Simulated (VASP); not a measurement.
**CoSi (WC type): relaxation of cell and atoms with PBE**

The system is CoSi (WC type).

```
CELL_PARAMETERS angstrom
2.73604 0.00000 0.00000
-1.36802 2.36948 0.00000
0.00000 0.00000 3.48903
ATOMIC_POSITIONS crystal
Co 0.00000 0.00000 0.00000
Si 0.33333 0.66667 0.50000
```

```yaml
Program: VASP 6.6.1
Task: relaxation of cell and atoms
Functional: PBE
Potentials_or_basis: VASP PAW PBE potentials, release 64 (Co, Si)
Cutoff: 600 eV
k_mesh: 15 × 15 × 13
Occupations: fermi-dirac, width 0.05 eV
Spin: no spin polarisation
Target_pressure: -0.00054 GPa
Dipole_correction: no
Further_INCAR_settings: ALGO = Normal; EDIFF = 1e-06; IBRION = 2; EDIFFG = -0.005; NSW = 32; ISIF = 3
```

```yaml
Relaxed_volume: 11.30 Å³/atom
Relaxed_cell: a = 2.736 Å, b = 2.736 Å, c = 3.488 Å, α = 90.00°, β = 90.00°, γ = 120.00°
Space_group_after_relaxing_to_0.1_Å: P-6m2 (No. 187)
Energy_change_on_relaxing_the_run_minimises_the_enthalpy: -0.0 meV/atom
Ionic_steps: 2
Pressure_after_relaxing: 0.0 GPa
Band_gap_on_the_k_mesh: zero (an odd number of electrons rules out a gap without spin polarisation)
```

Final structure:
```yaml
crystal:
  lattice:
    - [2.73564, 0.00000, 0.00000]
    - [-1.36782, 2.36914, 0.00000]
    - [0.00000, 0.00000, 3.48778]
  atoms:
    - { symbol: Co, position: [0.00000, 0.00000, 0.00000] }
    - { symbol: Si, position: [0.33333, 0.66667, 0.50000] }
```

Levels at points of the mesh, in eV from the Fermi level:
| k point | band 5 | band 6 | band 7 | band 8 | band 9 | band 10 |
| --- | --- | --- | --- | --- | --- | --- |
| (0.00, 0.00, 0.00) | -1.76 | -1.18 | -1.18 | 4.17 | 9.44 | 9.44 |

Run time: 120 s on 1 thread of AMD EPYC 7R13, on a shared host, peak memory 0.17 GiB.

Caveat: the cell is relaxed towards a set pressure, so the run minimises the enthalpy, not the energy; the run has no spin polarisation, though such a crystal can be magnetic. Spin polarisation is off, so any magnetic state and its effect on volume and gap are missing.
